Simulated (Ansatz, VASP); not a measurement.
# Two plane-wave programs on Nb

The input INCAR:

```
PREC     = Accurate       # precision mode
ENCUT    = 520            # plane-wave cutoff, eV
EDIFF    = 1E-6           # SCF threshold, eV
ISMEAR   = -1             # smearing method
SIGMA    = 0.1            # smearing width, eV
LREAL    = F              # projectors in reciprocal space
LASPH    = T              # aspherical terms in the spheres
NELM     = 80             # most SCF steps
ALGO     = Normal         # electronic algorithm
ISIF     = 2              # what is computed and relaxed
LWAVE    = F              # write WAVECAR
LCHARG   = F              # write CHGCAR
GGA      = RP             # functional
NBANDS   = 20             # bands
```

The input KPOINTS:

```
Automatic mesh
0
Gamma
  10 10 10
```

File POSCAR:

```
Nb
1.0
    0.0000000000      3.0237701701      3.0237701701
    3.0237701701      0.0000000000      3.0237701701
    3.0237701701      3.0237701701      0.0000000000
Nb
2
Direct
    0.1250000000      0.1250000000      0.1250000000
    0.8750000000      0.8750000000      0.8750000000
```

Input for Ansatz:

```yaml
crystal:
  lattice:
    - [0.0, 3.0237701701, 3.0237701701]
    - [3.0237701701, 0.0, 3.0237701701]
    - [3.0237701701, 3.0237701701, 0.0]
  atoms:
    - { symbol: Nb, position: [0.125, 0.125, 0.125] }
    - { symbol: Nb, position: [0.875, 0.875, 0.875] }
hamiltonian:
  xc: rpbe
  pseudopotentials:
    kind: paw
    azcp:
      Nb: "pseudopotentials/Nb.paw.azcp"
basis:
  ecutwfc: 420
  fft_grid_basis: typed
kpoints:
  mp_grid: { grid: [10, 10, 10], shift: [0, 0, 0] }
magnetization:
  spin_polarized: false
scf:
  occupations: { method: fermi_dirac, width: 0.1 }
  lower_state_search: "off"
output:
  stress: true
```

Alike in both runs: task single point; functional RPBE; k mesh 10 × 10 × 10; occupations fermi-dirac, width 0.1 eV; no spin polarisation.

```csv
,VASP,Ansatz
version,VASP 6.6.1,Ansatz 0.2.0
potentials or method,"VASP PAW PBE potentials, release 64 (Nb_sv), cutoff 520 eV","plane waves (420 eV) with PAW, scalar-relativistic"
valence electrons in the cell,26,26
```

Ansatz gave:

- pressure (GPa): -2.2

Q: What did VASP give for the same quantities?

A: Pressure (GPa): -2.3.

VASP's potentials were made for PBE, not for RPBE.
